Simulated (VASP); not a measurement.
# Sr (Im-3m) in VASP: a series of runs

The runs below take Sr through single point, with LDA.

Everything below comes from runs of VASP 6.6.1. Logs are shortened: lines on timing, memory, paths and dates and some standing lists are left out, and cuts for length are marked.

## (1) The cell of the first run

Symmetry: Im-3m, No. 229, cubic system. The conventional cell has a = 4.562 Å, b = 4.562 Å, c = 4.562 Å, α = 90.00°, β = 90.00°, γ = 90.00°. Sr (site symmetry m-3m) has 14 Sr at 3.95 to 4.56 Å within 5.2 Å.

## (2) Single point, LDA

Input file INCAR:

```
  PREC = Accurate
  ENCUT = 500
  EDIFF = 1E-6
  ISMEAR = -1
  SIGMA = 0.05
  LREAL = False
  LASPH = True
  NELM = 120
  ALGO = Normal
  ISIF = 2
  LWAVE = False
  LCHARG = True
  GGA = CA
  LELF = True
  LVHAR = True
  NBANDS = 11
  GGA_COMPAT = False
```

Input file KPOINTS:

```
regular mesh
0
Gamma
  6 6 6
```

Input file POSCAR:

```
Sr
1.0
    2.2809724413      2.2809724413      2.2809724413
   -2.2809724413      2.2809724413      2.2809724413
   -2.2809724413     -2.2809724413      2.2809724413
Sr
1
Direct
    0.0000000000      0.0000000000      0.0000000000
```

Potentials or basis: VASP PAW LDA potentials, release 64 (Sr_sv).

The run is started by

```sh
> cat potpaw_LDA.64/Sr_sv/POTCAR > POTCAR
> mpirun -np 1 vasp_std > vasp.out
```

OUTCAR:

```text
PREC = Accurate
   ENCUT = 500
   EDIFF = 1E-6
   ISMEAR = -1
   LREAL = False
   LASPH = True
   NELM = 120
   ISIF = 2
   GGA = CA

 ion  position               nearest neighbor table
   1  0.000  0.000  0.000-

  LATTYP: Found a body centered cubic cell.
 ALAT       =     4.5619448826

  Lattice vectors:

 A1 = (   2.2809724413,  -2.2809724413,  -2.2809724413)
 A2 = (   2.2809724413,   2.2809724413,   2.2809724413)
 A3 = (  -2.2809724413,  -2.2809724413,   2.2809724413)

Analysis of symmetry for initial positions (statically):
=====================================================================
 Subroutine PRICEL returns:
 Original cell was already a primitive cell.

 Routine SETGRP: Setting up the symmetry group for a
 body centered cubic supercell.

 Subroutine GETGRP returns: Found 48 space group operations
 (whereof 48 operations were pure point group operations)
 out of a pool of 48 trial point group operations.

The static configuration has the point symmetry O_h .

Analysis of symmetry for dynamics (positions and initial velocities):
=====================================================================
 Subroutine PRICEL returns:
 Original cell was already a primitive cell.

 Routine SETGRP: Setting up the symmetry group for a
 body centered cubic supercell.

 Subroutine GETGRP returns: Found 48 space group operations
 (whereof 48 operations were pure point group operations)
 out of a pool of 48 trial point group operations.

The dynamic configuration has the point symmetry O_h .

 Subroutine INISYM returns: Found 48 space group operations
 (whereof 48 operations are pure point group operations),
 and found     1 'primitive' translations

----------------------------------------------------------------------------------------

                                     Primitive cell

  volume of cell :      47.4701

  direct lattice vectors                    reciprocal lattice vectors
     2.280972441  2.280972441  2.280972441     0.219204753  0.000000000  0.219204753
    -2.280972441  2.280972441  2.280972441    -0.219204753  0.219204753  0.000000000
    -2.280972441 -2.280972441  2.280972441     0.000000000 -0.219204753  0.219204753

  length of vectors
     3.950760159  3.950760159  3.950760159     0.310002334  0.310002334  0.310002334

  position of ions in fractional coordinates (direct lattice)
     0.000000000  0.000000000  0.000000000

  ion indices of the primitive-cell ions
   primitive index   ion index
                 1           1

----------------------------------------------------------------------------------------

 KPOINTS: regular mesh

Automatic generation of k-mesh.
 Grid dimensions read from file:
 generate k-points for:    6    6    6

 Generating k-lattice:

  Cartesian coordinates                     Fractional coordinates (reciprocal lattice)
     0.036534125  0.000000000  0.036534125     0.166666667  0.000000000  0.000000000
    -0.036534125  0.036534125  0.000000000     0.000000000  0.166666667  0.000000000
     0.000000000 -0.036534125  0.036534125     0.000000000  0.000000000  0.166666667

  Length of vectors
     0.051667056  0.051667056  0.051667056

  Shift w.r.t. Gamma in fractional coordinates (k-lattice)
     0.000000000  0.000000000  0.000000000

 Subroutine IBZKPT returns following result:
 ===========================================

 Found     16 irreducible k-points:

 Following reciprocal coordinates:
            Coordinates               Weight
  0.000000  0.000000  0.000000      1.000000
  0.166667  0.000000  0.000000     12.000000
  0.333333  0.000000  0.000000     12.000000
  0.500000  0.000000  0.000000      6.000000
  0.333333  0.166667  0.000000     24.000000
  0.500000  0.166667  0.000000     48.000000
[... 8 lines left out ...]
  0.500000  0.333333  0.333333     12.000000
  0.500000  0.500000  0.500000      1.000000
   k-points           NKPTS =     16   k-points in BZ     NKDIM =     16   number of bands    NBANDS=     11
   number of dos      NEDOS =    301   number of ions     NIONS =      1
   total plane-waves  NPLWV =  27000
   dimension x,y,z NGX =    30 NGY =   30 NGZ =   30
   dimension x,y,z NGXF=    60 NGYF=   60 NGZF=   60
   ions per type =               1
   NGX,Y,Z   is equivalent  to a cutoff of  12.62, 12.62, 12.62 a.u.
   NGXF,Y,Z  is equivalent  to a cutoff of  25.25, 25.25, 25.25 a.u.
 SYSTEM =  unknown system
   PREC   = accura    normal or accurate (medium, high low for compatibility)
   ISTART =      0    job   : 0-new  1-cont  2-samecut
   ICHARG =      2    charge: 1-file 2-atom 10-const
   ISPIN  =      1    spin polarized calculation?
   LNONCOLLINEAR =      F non collinear calculations
   LSORBIT =      F    spin-orbit coupling
   LASPH  =      T    aspherical Exc in radial PAW
   ENCUT  =  500.0 eV  36.75 Ry    6.06 a.u.   7.20  7.20  7.20*2*pi/ulx,y,z
   NELM   =    120;   NELMIN=  2; NELMDL= -5     # of ELM steps
   EDIFF  = 0.1E-05   stopping-criterion for ELM
   LREAL  =      F    real-space projection
   EDIFFG = 0.1E-04   stopping-criterion for IOM
   NSW    =      0    number of steps for IOM
   IBRION =     -1    ionic relax: 0-MD 1-quasi-New 2-CG
   NFREE  =      0    steps in history (QN), initial steepest desc. (CG)
   ISIF   =      2    stress and relaxation
   ISYM   =      2    0-nonsym 1-usesym 2-fastsym
   POTIM  = 0.5000    time-step for ionic-motion
   TEBEG  =    0.0;   TEEND  =   0.0 temperature during run
   PSTRESS=    0.0 pullay stress
   NELECT =      10.0000    total number of electrons
   NUPDOWN=      -1.0000    fix difference up-down
   EMIN   =  10.00;   EMAX   =-10.00  energy-range for DOS
   EFERMI =   0.00;   METHOD = LEGACY
   ISMEAR =    -1;   SIGMA  =   0.05  broadening in eV -4-tet -1-fermi 0-gaus
   EFERMI_NEDOS =   21; number of points for ismear=-14 and -15
   IALGO  =     38    algorithm
   IMIX   =      4    mixing-type and parameters
     AMIX     =   0.40;   BMIX     =  1.00
     AMIX_MAG =   1.60;   BMIX_MAG =  1.00
  volume/ion in A,a.u.               =      47.47       320.34
  Fermi-wavevector in a.u.,A,eV,Ry     =   0.974095  1.840773 12.910047  0.948862
  Thomas-Fermi vector in A             =   2.104528
   LORBIT       =      0    0 simple, 1 ext, 2 COOP (PROOUT), +10 PAW based schemes
   GGA     = CA    functional components
   LHFCALC =     F    Hartree Fock is set to
   AEXX    =    0.0000 exact exchange contribution
   IVDW    =     0    specifies the selected vdW correction
   LEPSILON=     F    determine dielectric tensor
   LRPA    =     F    only Hartree local field effects (RPA)
 non-spin polarized calculation
  energy-cutoff  :      500.00
  volume of cell :       47.47
 maximum number of plane-waves:      1264
 NGX is ok and might be reduce to    30
   NGX = 15   NGY = 15   NGZ = 15

 number of electron      10.0000000 magnetization

 Free energy of the ion-electron system (eV)
  ---------------------------------------------------
  ext. energy  EPLUGINS =         0.00000000
  ---------------------------------------------------
  free energy    TOTEN  =        -1.90340650 eV

  energy without entropy =       -1.89616332  energy(sigma->0) =       -1.89978491

 E-fermi :   1.8790     XC(G=0):  -8.0310

 val. band max:        1.8101199186   @ k =   0.1667  -0.3333   0.1667
 cond. band min:       2.0982198311   @ k =  -0.3333   0.3333   0.0000
 fundamental gap:      0.2880999126
 Fermi energy:         1.8790242609

 k-point     1 :       0.0000    0.0000    0.0000
  band No.  band energies     occupation
      1     -34.2371      2.00000
      2     -16.1782      2.00000
      3     -16.1782      2.00000
      4     -16.1782      2.00000
      5      -1.9250      2.00000
      6       4.3772      0.00000
      7       4.3772      0.00000
      8       4.3772      0.00000
      9       5.9185      0.00000
     10       5.9185      0.00000
     11      10.6432      0.00000

 k-point     2 :       0.1667    0.0000    0.0000
  band No.  band energies     occupation
      1     -34.2293      2.00000
      2     -16.2661      2.00000
      3     -16.2060      2.00000
      4     -16.1785      2.00000
      5      -1.3901      2.00000
      6       3.9586      0.00000
      7       3.9622      0.00000
      8       4.9176      0.00000
      9       5.5577      0.00000
     10       5.9149      0.00000
     11      11.0119      0.00000

 k-point     3 :       0.3333    0.0000    0.0000
  band No.  band energies     occupation
      1     -34.2137      2.00000
      2     -16.4352      2.00000
      3     -16.2608      2.00000
      4     -16.1792      2.00000
      5      -0.0846      2.00000
      6       2.9114      0.00000
      7       3.3273      0.00000
      8       5.7879      0.00000
      9       6.1494      0.00000
     10       6.4263      0.00000
     11       9.7187      0.00000

 k-point     4 :       0.5000    0.0000    0.0000
  band No.  band energies     occupation
      1     -34.2059      2.00000
      2     -16.5166      2.00000
      3     -16.2879      2.00000
      4     -16.1796      2.00000
      5       0.7970      2.00000
      6       2.4833      0.00001
      7       3.0682      0.00000
      8       5.7620      0.00000
      9       6.4982      0.00000
     10       7.9544      0.00000
     11       8.6743      0.00000

 k-point     5 :       0.3333    0.1667    0.0000
  band No.  band energies     occupation
      1     -34.2176      2.00000
      2     -16.3807      2.00000
      3     -16.2416      2.00000
      4     -16.1982      2.00000
      5      -0.4397      2.00000
      6       3.1963      0.00000
      7       3.4487      0.00000
      8       5.3977      0.00000
      9       5.9472      0.00000
     10       6.3100      0.00000
     11      10.1239      0.00000
[... 99 lines left out ...]
 k-point    13 :       0.1667   -0.3333    0.1667
  band No.  band energies     occupation
      1     -34.2044      2.00000
      2     -16.4306      2.00000
      3     -16.3313      2.00000
      4     -16.2619      2.00000
      5       1.8101      1.59737
      6       2.3201      0.00029
      7       2.5462      0.00000
      8       6.0638      0.00000
      9       6.5737      0.00000
     10       6.6177      0.00000
     11       8.7853      0.00000

 k-point    14 :       0.3333    0.3333    0.3333
  band No.  band energies     occupation
      1     -34.1947      2.00000
      2     -16.4012      2.00000
      3     -16.3536      2.00000
      4     -16.3536      2.00000
      5       1.2290      2.00000
      6       2.2736      0.00075
      7       4.6571      0.00000
      8       4.6571      0.00000
      9       5.3654      0.00000
     10       6.4232      0.00000
     11      10.2830      0.00000

 k-point    15 :       0.5000    0.3333    0.3333
  band No.  band energies     occupation
      1     -34.1884      2.00000
      2     -16.4409      2.00000
      3     -16.3839      2.00000
      4     -16.3580      2.00000
      5       1.7723      1.78830
      6       1.7793      1.76033
      7       4.4736      0.00000
      8       4.8895      0.00000
      9       6.3839      0.00000
     10       7.5843      0.00000
     11       8.2160      0.00000

 k-point    16 :       0.5000    0.5000    0.5000
  band No.  band energies     occupation
      1     -34.1826      2.00000
      2     -16.4153      2.00000
      3     -16.4153      2.00000
      4     -16.4153      2.00000
      5       1.5798      1.99498
      6       1.5798      1.99498
      7       6.2074      0.00000
      8       6.2074      0.00000
      9       6.2074      0.00000
     10       7.4717      0.00000
     11       7.4717      0.00000

------------------------ aborting loop because EDIFF is reached ----------------------------------------

  FORCE on cell =-STRESS in cart. coord.  units (eV):
  Direction    XX          YY          ZZ          XY          YZ          ZX
  --------------------------------------------------------------------------------------
  -------------------------------------------------------------------------------------
  Total       -0.0023679     -0.0023679     -0.0023679      0.0000000      0.0000000     -0.0000000
  in kB       -0.0799200     -0.0799200     -0.0799200      0.0000000      0.0000000     -0.0000000
  external PRESSURE =      -0.0799200 kB  Pullay stress =       0.0000000 kB

 VOLUME and BASIS-vectors are now :
 -----------------------------------------------------------------------------
  energy-cutoff  :      500.00
  volume of cell :       47.47
      direct lattice vectors                 reciprocal lattice vectors
     2.280972441  2.280972441  2.280972441     0.219204753  0.000000000  0.219204753
    -2.280972441  2.280972441  2.280972441    -0.219204753  0.219204753  0.000000000
    -2.280972441 -2.280972441  2.280972441     0.000000000 -0.219204753  0.219204753

 POSITION                                       TOTAL-FORCE (eV/Angst)
 -----------------------------------------------------------------------------------
      0.00000      0.00000      0.00000         0.000000      0.000000     -0.000000
 -----------------------------------------------------------------------------------
    total drift:                                0.000000      0.000000     -0.000000

  FREE ENERGIE OF THE ION-ELECTRON SYSTEM (eV)
  ---------------------------------------------------
  free  energy   TOTEN  =        -1.9034065035 eV

  energy  without entropy=       -1.8961633167  energy(sigma->0) =       -1.89978491
```

Wall time 11 s (1 thread of Intel Xeon Platinum 8488C (Sapphire Rapids), shared host); peak memory 0.14 GiB.

Results:

* Free energy: -1.9034 eV
* Pressure: 0.0 GPa
* Band gap on the k mesh: zero (band 5 reaches 2.10 eV, above the bottom of band 6 at 1.58 eV)

Levels at points of the mesh, in eV from the Fermi level:
| k point | band 2 | band 3 | band 4 | band 5 | band 6 | band 7 | band 8 | band 9 |
| --- | --- | --- | --- | --- | --- | --- | --- | --- |
| (0.00, 0.00, 0.00) | -18.06 | -18.06 | -18.06 | -3.80 | 2.50 | 2.50 | 2.50 | 4.04 |
| (0.50, 0.00, 0.00) | -18.40 | -18.17 | -18.06 | -1.08 | 0.60 | 1.19 | 3.88 | 4.62 |
| (0.50, 0.50, 0.50) | -18.29 | -18.29 | -18.29 | -0.30 | -0.30 | 4.33 | 4.33 | 4.33 |

## (3) Single point, LDA

This run uses another cell than the first one, of 48.42 Å³/atom, 1.020 times its volume.

Input file INCAR:

```
PREC = Accurate
ENCUT = 500
EDIFF = 1E-6
ISMEAR = -1
SIGMA = 0.05
LREAL = F
LASPH = T
NELM = 120
ALGO = Normal
ISIF = 2
LWAVE = F
LCHARG = F
NBANDS = 11
GGA_COMPAT = F
```

Input file KPOINTS:

```
Automatic mesh
0
Gamma
  6 6 6
```

Input file POSCAR:

```
Sr
1.0
    2.2960786592      2.2960786592      2.2960786592
   -2.2960786592      2.2960786592      2.2960786592
   -2.2960786592     -2.2960786592      2.2960786592
Sr
1
Direct
    0.0000000000      0.0000000000      0.0000000000
```

Potentials or basis: VASP PAW LDA potentials, release 64 (Sr_sv).

The run is started by

```sh
> cat potpaw_LDA.64/Sr_sv/POTCAR > POTCAR
> mpirun -np 1 vasp_std > vasp.out
```

OUTCAR:

```text
PREC = Accurate
   ENCUT = 500
   EDIFF = 1E-6
   ISMEAR = -1
   LREAL = F
   LASPH = T
   NELM = 120
   ISIF = 2

 ion  position               nearest neighbor table
   1  0.000  0.000  0.000-

  LATTYP: Found a body centered cubic cell.
 ALAT       =     4.5921573184

  Lattice vectors:

 A1 = (   2.2960786592,  -2.2960786592,  -2.2960786592)
 A2 = (   2.2960786592,   2.2960786592,   2.2960786592)
 A3 = (  -2.2960786592,  -2.2960786592,   2.2960786592)
[... 391 lines left out ...]
      9       6.0400      0.00000
     10       7.3083      0.00000
     11       7.3083      0.00000

------------------------ aborting loop because EDIFF is reached ----------------------------------------

  FORCE on cell =-STRESS in cart. coord.  units (eV):
  Direction    XX          YY          ZZ          XY          YZ          ZX
  --------------------------------------------------------------------------------------
  -------------------------------------------------------------------------------------
  Total       -0.0872963     -0.0872963     -0.0872963     -0.0000000     -0.0000000     -0.0000000
  in kB       -2.8885912     -2.8885912     -2.8885912     -0.0000000     -0.0000000     -0.0000000
  external PRESSURE =      -2.8885912 kB  Pullay stress =       0.0000000 kB

 VOLUME and BASIS-vectors are now :
 -----------------------------------------------------------------------------
  energy-cutoff  :      500.00
  volume of cell :       48.42
      direct lattice vectors                 reciprocal lattice vectors
     2.296078659  2.296078659  2.296078659     0.217762574  0.000000000  0.217762574
    -2.296078659  2.296078659  2.296078659    -0.217762574  0.217762574  0.000000000
    -2.296078659 -2.296078659  2.296078659     0.000000000 -0.217762574  0.217762574

 POSITION                                       TOTAL-FORCE (eV/Angst)
 -----------------------------------------------------------------------------------
      0.00000      0.00000      0.00000        -0.000000      0.000000     -0.000000
 -----------------------------------------------------------------------------------
    total drift:                                0.000000      0.000000     -0.000000

  FREE ENERGIE OF THE ION-ELECTRON SYSTEM (eV)
  ---------------------------------------------------
  free  energy   TOTEN  =        -1.9025946025 eV

  energy  without entropy=       -1.8951459983  energy(sigma->0) =       -1.89887030
```

OSZICAR:

```text
N       E                     dE             d eps       ncg     rms          rms(c)
DAV:   1     0.337266528259E+02    0.33727E+02   -0.47401E+03   352   0.782E+02
DAV:   2    -0.200276793686E+00   -0.33927E+02   -0.33165E+02   423   0.153E+02
DAV:   3    -0.188187240735E+01   -0.16816E+01   -0.16674E+01   539   0.241E+01
DAV:   4    -0.190670923226E+01   -0.24837E-01   -0.24807E-01   420   0.324E+00
DAV:   5    -0.190829679531E+01   -0.15876E-02   -0.15874E-02   512   0.463E-01    0.118E+01
DAV:   6    -0.190462567532E+01    0.36711E-02   -0.58756E-03   428   0.908E-01    0.669E+00
DAV:   7    -0.190254398219E+01    0.20817E-02   -0.10674E-02   418   0.115E+00    0.257E-01
DAV:   8    -0.190256853442E+01   -0.24552E-04   -0.12110E-03   548   0.191E-01    0.577E-02
DAV:   9    -0.190258731887E+01   -0.18784E-04   -0.14801E-05   408   0.295E-02    0.301E-02
DAV:  10    -0.190259435937E+01   -0.70405E-05   -0.45599E-06   488   0.193E-02    0.654E-03
DAV:  11    -0.190259460249E+01   -0.24312E-06   -0.27589E-07   233   0.479E-03
   1 F= -.19025946E+01 E0= -.18988703E+01  d E =-.744860E-02
```

stdout:

```text
POSCAR found type information on POSCAR Sr
 POSCAR found :  1 types and       1 ions
 scaLAPACK will be used
 LDA part: xc-table for (Slater(with rela. corr.)+CA(PZ))
 , standard interpolation
 POSCAR, INCAR and KPOINTS ok, starting setup
 FFT: planning ... GRIDC
 FFT: planning ... GRID_SOFT
 FFT: planning ... GRID
 WAVECAR not read
 entering main loop
```

It took 6.4 s on 1 thread of Intel Xeon Platinum 8488C (Sapphire Rapids), shared host; peak memory 0.14 GiB.

Results:

| Item | Value |
| --- | --- |
| Free energy | -1.9026 eV |
| Pressure | -0.3 GPa |
| Band gap on the k mesh | zero (band 5 reaches 2.02 eV, above the bottom of band 6 at 1.54 eV) |
